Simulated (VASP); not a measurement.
Wanted: the native input for a VASP 6.6.1 run.

```yaml
Task: relaxation of the atoms
Functional: PBEsol
Potentials_or_basis: VASP PAW PBE potentials, release 64 (F, Li_sv)
Cutoff: 650 eV
k_mesh: 1 × 1 × 1, shifted
Occupations: fermi-dirac, width 0.05 eV
Spin: no spin polarisation
Dipole_correction: no
Further_INCAR_settings: LREAL = Auto; ALGO = Normal; EDIFF = 1e-07; ISYM = -1; IBRION = 2; EDIFFG = -0.03; NSW = 100
```

The structure of LiF (a cell with a defect) lies in POSCAR:

```
LiF
1.0
    8.0151850000      0.0000000000      0.0000000000
    0.0000000000      8.0151850000      0.0000000000
    0.0000000000      0.0000000000      8.0151850000
F Li
31 31
Direct
    0.2497780000      0.9987650000      0.0010210000
    0.2477320000      0.5027470000      0.9989120000
    0.2528610000      0.4992000000      0.5018290000
    0.7514210000      0.9926500000      0.0028050000
    0.7517130000      0.9978130000      0.5008170000
    0.7533110000      0.5038610000      0.9985500000
    0.7477150000      0.4998340000      0.4973120000
    0.9949400000      0.2484740000      0.9976120000
    0.9953350000      0.2503230000      0.4987570000
    0.0016100000      0.7493130000      0.9996560000
    0.0011470000      0.7493430000      0.4988730000
    0.5005180000      0.2515450000      0.9995950000
    0.5059260000      0.2489690000      0.4966210000
    0.4975030000      0.7482230000      0.9981430000
    0.4983000000      0.7496670000      0.4967210000
    0.0024700000      0.0040330000      0.2494670000
    0.9986180000      0.9971230000      0.7489410000
    0.0018270000      0.5051230000      0.2567920000
    0.9987970000      0.5027980000      0.7468410000
    0.4991140000      0.0002670000      0.2512740000
    0.4979020000      0.9990250000      0.7502980000
    0.5033260000      0.5004880000      0.2518980000
    0.4977600000      0.5031720000      0.7478900000
    0.2522940000      0.2494020000      0.2509610000
    0.2516450000      0.2513020000      0.7479670000
    0.2470060000      0.7463330000      0.2502290000
    0.2492710000      0.7464750000      0.7537700000
    0.7507460000      0.2489910000      0.2526850000
    0.7487740000      0.2508920000      0.7488500000
    0.7463390000      0.7519550000      0.2497380000
    0.7507530000      0.7479480000      0.7519830000
    0.9979400000      0.0001450000      0.0010170000
    0.9990180000      0.9981150000      0.4939410000
    0.9951120000      0.4989920000      0.0010380000
    0.9980200000      0.4997720000      0.5032870000
    0.4996290000      0.9992170000      0.0019750000
    0.4969060000      0.0014270000      0.4995780000
    0.4985790000      0.5011340000      0.9999190000
    0.2499630000      0.2501240000      0.0017200000
    0.2522830000      0.2531450000      0.5021670000
    0.2506990000      0.7527350000      0.9986870000
    0.2491290000      0.7487450000      0.4993410000
    0.7487750000      0.2462830000      0.9967160000
    0.7508930000      0.2508790000      0.4999110000
    0.7552180000      0.7554050000      0.0006450000
    0.7481430000      0.7488960000      0.5025700000
    0.2520790000      0.0003830000      0.2513100000
    0.2494080000      0.0029660000      0.7505650000
    0.2512450000      0.4975470000      0.2517490000
    0.2460200000      0.4999670000      0.7489560000
    0.7512720000      0.0082420000      0.2492640000
    0.7504600000      0.9983570000      0.7557810000
    0.7545240000      0.4971150000      0.2546460000
    0.7545950000      0.5008130000      0.7484600000
    0.9970460000      0.2501790000      0.2533280000
    0.9974260000      0.2513930000      0.7498620000
    0.0005050000      0.7534380000      0.2477780000
    0.9997710000      0.7493650000      0.7534950000
    0.5024030000      0.2494470000      0.2467630000
    0.4941510000      0.2480200000      0.7504970000
    0.5011530000      0.7513040000      0.2529740000
    0.4996400000      0.7516940000      0.7487790000
```

One way to write it, as run:

INCAR

```
SYSTEM = LiF
  PREC = Accurate
  ENCUT = 650
  EDIFF = 1E-7
  ISMEAR = -1
  SIGMA = 0.05
  LREAL = Auto
  LASPH = .TRUE.
  NELM = 120
  ALGO = Normal
  ISIF = 2
  LWAVE = .FALSE.
  LCHARG = .FALSE.
  GGA = PS
  IBRION = 2
  NSW = 100
  EDIFFG = -0.03
  ISYM = -1
  GGA_COMPAT = .FALSE.
  NELMIN = 4
  KPAR = 1
```

KPOINTS

```
explicit points
1
Reciprocal
  0.25000000   0.25000000   0.25000000 1
```

Potentials or basis: VASP PAW PBE potentials, release 64 (F, Li_sv).

Command:

```sh
$ cat potpaw_PBE.64/F/POTCAR potpaw_PBE.64/Li_sv/POTCAR > POTCAR
$ mpirun -np 4 vasp_std > vasp.out
```

Results of the run:

```json
{
  "Energy gained by relaxing": "40.9 meV/atom",
  "Ionic steps": "10",
  "Pressure after relaxing": "-0.2 GPa",
  "Largest force after relaxing": "0.028 eV/Å",
  "Band gap on the k mesh": "7.24 eV"
}
```

Caveat: the PAW data sets were made with another functional, which shifts forces and pressure a little.

Wall time 11 min on 4 MPI ranks on Intel(R) Xeon(R) Platinum 8488C (Sapphire Rapids), on a shared host, peak memory 0.31 GiB a rank.
